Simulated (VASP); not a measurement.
# GaMo (I4mm) in VASP: single point with PBE

Aim: the single point of GaMo with PBE.

Program: VASP 6.6.1. These are calculated values, not measurements. Logs are shortened: lines on timing, memory, paths and dates and some standing lists are left out, and cuts for length are marked.

## Step 1: The cell of the first run

The typed cell holds 2 atoms: a = 3.623 Å, b = 3.623 Å, c = 3.623 Å, α = 119.99°, β = 119.99°, γ = 90.02°.

The cell was generated, and may not be a known phase.

## Step 2: Single point, PBE

INCAR

```
SYSTEM = GaMo
PREC = Accurate
ENCUT = 520
EDIFF = 1E-7
ISMEAR = 0
SIGMA = 0.2
LREAL = .FALSE.
LASPH = .TRUE.
NELM = 100
ALGO = Fast
ISIF = 2
LWAVE = .FALSE.
LCHARG = .TRUE.
GGA = PE
LELF = .TRUE.
LVHAR = .TRUE.
NBANDS = 20
```

KPOINTS

```
regular mesh
0
G
  8 8 8
  0 0 0
```

POSCAR

```
GaMo
1.0
   -1.8116336852      1.8116336852      2.5611885799
    1.8116336852     -1.8116336852      2.5611885799
    1.8116336852      1.8116336852     -2.5611885799
Ga Mo
1 1
Direct
   -0.0359347342     -0.0359347342      0.0000000000
    0.4639347342      0.4639347342      0.0000000000
```

Potentials or basis: VASP PAW PBE potentials, release 64 (Ga_d, Mo_sv).

Command:

```
$ cat potpaw_PBE.64/Ga_d/POTCAR potpaw_PBE.64/Mo_sv/POTCAR > POTCAR
$ mpirun -np 1 vasp_std > vasp.out
```

OUTCAR:

```text
SYSTEM = GaMo
   PREC = Accurate
   ENCUT = 520
   EDIFF = 1E-7
   ISMEAR = 0
   LREAL = .FALSE.
   LASPH = .TRUE.
   NELM = 100
   ISIF = 2
   GGA = PE

 ion  position               nearest neighbor table
   1  0.964  0.964  0.000-   2 2.56   2 2.56   2 2.56   2 2.56   2 2.56   2 2.56
   2  0.464  0.464  0.000-   1 2.56   1 2.56   1 2.56   1 2.56   1 2.56   1 2.56

  LATTYP: Found a body centered tetragonal cell.
 ALAT       =     3.6232673704
 C/A-ratio  =     1.4137452846

  Lattice vectors:

 A1 = (  -1.8116336852,   1.8116336852,   2.5611885799)
 A2 = (   1.8116336852,  -1.8116336852,   2.5611885799)
 A3 = (   1.8116336852,   1.8116336852,  -2.5611885799)

Analysis of symmetry for initial positions (statically):
=====================================================================
 Subroutine PRICEL returns:
 Original cell was already a primitive cell.

 Routine SETGRP: Setting up the symmetry group for a
 body centered tetragonal supercell.

 Subroutine GETGRP returns: Found  8 space group operations
 (whereof  8 operations were pure point group operations)
 out of a pool of 16 trial point group operations.

The static configuration has the point symmetry C_4v.

Analysis of symmetry for dynamics (positions and initial velocities):
=====================================================================
 Subroutine PRICEL returns:
 Original cell was already a primitive cell.

 Routine SETGRP: Setting up the symmetry group for a
 body centered tetragonal supercell.

 Subroutine GETGRP returns: Found  8 space group operations
 (whereof  8 operations were pure point group operations)
 out of a pool of 16 trial point group operations.

The dynamic configuration has the point symmetry C_4v.

 Subroutine INISYM returns: Found  8 space group operations
 (whereof  8 operations are pure point group operations),
 and found     1 'primitive' translations

----------------------------------------------------------------------------------------

                                     Primitive cell

  volume of cell :      33.6235

  direct lattice vectors                    reciprocal lattice vectors
    -1.811633685  1.811633685  2.561188580     0.000000000  0.275993985  0.195221861
     1.811633685 -1.811633685  2.561188580     0.275993985  0.000000000  0.195221861
     1.811633685  1.811633685 -2.561188580     0.275993985  0.275993985  0.000000000

  length of vectors
[... 79 lines left out ...]
   LASPH  =      T    aspherical Exc in radial PAW
   ENCUT  =  520.0 eV  38.22 Ry    6.18 a.u.   6.74  6.74  6.74*2*pi/ulx,y,z
   NELM   =    100;   NELMIN=  2; NELMDL= -5     # of ELM steps
   EDIFF  = 0.1E-06   stopping-criterion for ELM
   LREAL  =      F    real-space projection
   EDIFFG = 0.1E-05   stopping-criterion for IOM
   NSW    =      0    number of steps for IOM
   IBRION =     -1    ionic relax: 0-MD 1-quasi-New 2-CG
   NFREE  =      0    steps in history (QN), initial steepest desc. (CG)
   ISIF   =      2    stress and relaxation
   ISYM   =      2    0-nonsym 1-usesym 2-fastsym
   POTIM  = 0.5000    time-step for ionic-motion
   TEBEG  =    0.0;   TEEND  =   0.0 temperature during run
   PSTRESS=    0.0 pullay stress
   NELECT =      27.0000    total number of electrons
   NUPDOWN=      -1.0000    fix difference up-down
   EMIN   =  10.00;   EMAX   =-10.00  energy-range for DOS
   EFERMI =   0.00;   METHOD = LEGACY
   ISMEAR =     0;   SIGMA  =   0.20  broadening in eV -4-tet -1-fermi 0-gaus
   EFERMI_NEDOS =   21; number of points for ismear=-14 and -15
   IALGO  =     68    algorithm
   IMIX   =      4    mixing-type and parameters
     AMIX     =   0.40;   BMIX     =  1.00
     AMIX_MAG =   1.60;   BMIX_MAG =  1.00
  volume/ion in A,a.u.               =      16.81       113.45
  Fermi-wavevector in a.u.,A,eV,Ry     =   1.521652  2.875505 31.503263  2.315424
  Thomas-Fermi vector in A             =   2.630338
   LORBIT       =      0    0 simple, 1 ext, 2 COOP (PROOUT), +10 PAW based schemes
   GGA     = PE    functional components
   LHFCALC =     F    Hartree Fock is set to
   AEXX    =    0.0000 exact exchange contribution
   IVDW    =     0    specifies the selected vdW correction
   LEPSILON=     F    determine dielectric tensor
   LRPA    =     F    only Hartree local field effects (RPA)
 non-spin polarized calculation
 RMM-DIIS sequential band-by-band and
 Gauss-broadening in eV      SIGMA  =   0.20
  energy-cutoff  :      520.00
  volume of cell :       33.62
 maximum number of plane-waves:       934
   NGX = 13   NGY = 13   NGZ = 13

 number of electron      26.9999998 magnetization

 Free energy of the ion-electron system (eV)
  ---------------------------------------------------
  ext. energy  EPLUGINS =         0.00000000
  ---------------------------------------------------
  free energy    TOTEN  =       -12.86377414 eV

  energy without entropy =      -12.83019171  energy(sigma->0) =      -12.84698292

 E-fermi :   8.7902     XC(G=0): -12.2189

 val. band max:        8.7696879631   @ k =  -0.2500   0.2500   0.0000
 cond. band min:       8.7931089997   @ k =  -0.2500  -0.3750   0.1250
 fundamental gap:      0.0234210366
 Fermi energy:         8.7902394659

 k-point     1 :       0.0000    0.0000    0.0000
  band No.  band energies     occupation
      1     -52.2971      2.00000
      2     -26.3614      2.00000
      3     -26.3614      2.00000
      4     -26.3613      2.00000
      5      -5.8884      2.00000
      6      -5.8881      2.00000
[... 541 lines left out ...]
     19      17.7513      0.00000
     20      20.6675      0.00000

 [... further k-points ...]

------------------------ aborting loop because EDIFF is reached ----------------------------------------

  FORCE on cell =-STRESS in cart. coord.  units (eV):
  Direction    XX          YY          ZZ          XY          YZ          ZX
  --------------------------------------------------------------------------------------
  -------------------------------------------------------------------------------------
  Total        0.1167800      0.1167800      0.1409557      0.0000000      0.0000000      0.0000000
  in kB        5.5646353      5.5646353      6.7166233      0.0000000      0.0000000      0.0000000
  external PRESSURE =       5.9486313 kB  Pullay stress =       0.0000000 kB

 VOLUME and BASIS-vectors are now :
 -----------------------------------------------------------------------------
  energy-cutoff  :      520.00
  volume of cell :       33.62
      direct lattice vectors                 reciprocal lattice vectors
    -1.811633685  1.811633685  2.561188580     0.000000000  0.275993985  0.195221861
     1.811633685 -1.811633685  2.561188580     0.275993985  0.000000000  0.195221861
     1.811633685  1.811633685 -2.561188580     0.275993985  0.275993985  0.000000000

 POSITION                                       TOTAL-FORCE (eV/Angst)
 -----------------------------------------------------------------------------------
      0.00000      0.00000      4.93831         0.000000      0.000000     -0.006914
      0.00000      0.00000      2.37645        -0.000000     -0.000000      0.006914
 -----------------------------------------------------------------------------------
    total drift:                                0.000000      0.000000     -0.000020

  FREE ENERGIE OF THE ION-ELECTRON SYSTEM (eV)
  ---------------------------------------------------
  free  energy   TOTEN  =       -12.8637741440 eV

  energy  without entropy=      -12.8301917058  energy(sigma->0) =      -12.84698292
```

OSZICAR:

```text
N       E                     dE             d eps       ncg     rms          rms(c)
DAV:   1     0.237293246789E+03    0.23729E+03   -0.14885E+04  2572   0.226E+03
DAV:   2     0.106354436880E+01   -0.23623E+03   -0.22968E+03  2488   0.491E+02
DAV:   3    -0.133973710374E+02   -0.14461E+02   -0.14113E+02  2676   0.107E+02
DAV:   4    -0.136449371883E+02   -0.24757E+00   -0.24654E+00  2680   0.144E+01
DAV:   5    -0.136488383936E+02   -0.39012E-02   -0.39008E-02  2688   0.184E+00    0.119E+01
RMM:   6    -0.128808742872E+02    0.76796E+00   -0.19585E+00  2949   0.859E+00    0.224E+00
RMM:   7    -0.128671019390E+02    0.13772E-01   -0.12838E-01  3408   0.349E+00    0.115E+00
RMM:   8    -0.128643116836E+02    0.27903E-02   -0.25900E-02  3333   0.142E+00    0.322E-01
RMM:   9    -0.128638240457E+02    0.48764E-03   -0.65353E-03  3464   0.665E-01    0.145E-01
RMM:  10    -0.128637956360E+02    0.28410E-04   -0.98660E-04  3468   0.298E-01    0.344E-02
RMM:  11    -0.128637887414E+02    0.68946E-05   -0.13920E-04  3673   0.113E-01    0.324E-02
RMM:  12    -0.128637735017E+02    0.15240E-04   -0.57161E-05  3275   0.557E-02    0.351E-03
RMM:  13    -0.128637742826E+02   -0.78089E-06   -0.78710E-06  3476   0.229E-02    0.523E-03
RMM:  14    -0.128637741441E+02    0.13854E-06   -0.15020E-06  2934   0.109E-02    0.460E-04
RMM:  15    -0.128637741440E+02    0.80036E-10   -0.17338E-07  2103   0.467E-03
   1 F= -.12863774E+02 E0= -.12846983E+02  d E =-.335824E-01
```

stdout:

```text
POSCAR found type information on POSCAR GaMo
 POSCAR found :  2 types and       2 ions
 scaLAPACK will be used
 LDA part: xc-table for (Slater+PW92), standard interpolation
 POSCAR, INCAR and KPOINTS ok, starting setup
 FFT: planning ... GRIDC
 FFT: planning ... GRID_SOFT
 FFT: planning ... GRID
 WAVECAR not read
 entering main loop
WARNING in EDDRMM: call to ZHEGV failed, returncode =   8  4     18
```

Run time: 68 s. Hardware: 1 thread of Intel Xeon 8259CL, shared host; peak memory 0.18 GiB.

What came out:

* Free energy: -12.8638 eV
* Pressure: 0.6 GPa
* Largest force: 0.007 eV/Å
* Band gap on the k mesh: zero (an odd number of electrons rules out a gap without spin polarisation)

Forces in eV/Å, atoms in the order of the input:
```
Ga   0.000  0.000 -0.007
Mo   0.000  0.000  0.007
```

Stress tensor (GPa, compression positive):
```
0.56 0.00 0.00
0.00 0.56 0.00
0.00 0.00 0.67
```

Levels at points of the mesh, in eV from the Fermi level:
```
           k point  band 9  band 10  band 11  band 12  band 13  band 14  band 15  band 16  band 17  band 18
(0.00, 0.00, 0.00)  -14.57    -9.77    -1.15    -1.15    -1.15    -0.37    -0.37     5.17     5.17     5.17
(0.50, 0.00, 0.00)  -14.50    -5.86    -5.25    -2.66    -2.66     0.47     0.47     1.95     6.53     9.19
(0.50, 0.50, 0.00)  -14.47    -7.13    -2.64    -2.61     0.38     0.97     0.98     1.72     1.72     3.47
(0.50, 0.50, 0.50)  -14.47    -7.13    -2.64    -2.61     0.38     0.98     0.98     1.72     1.72     3.47
```

The gap in the log of VASP goes by the Fermi energy; the results here count the filled bands.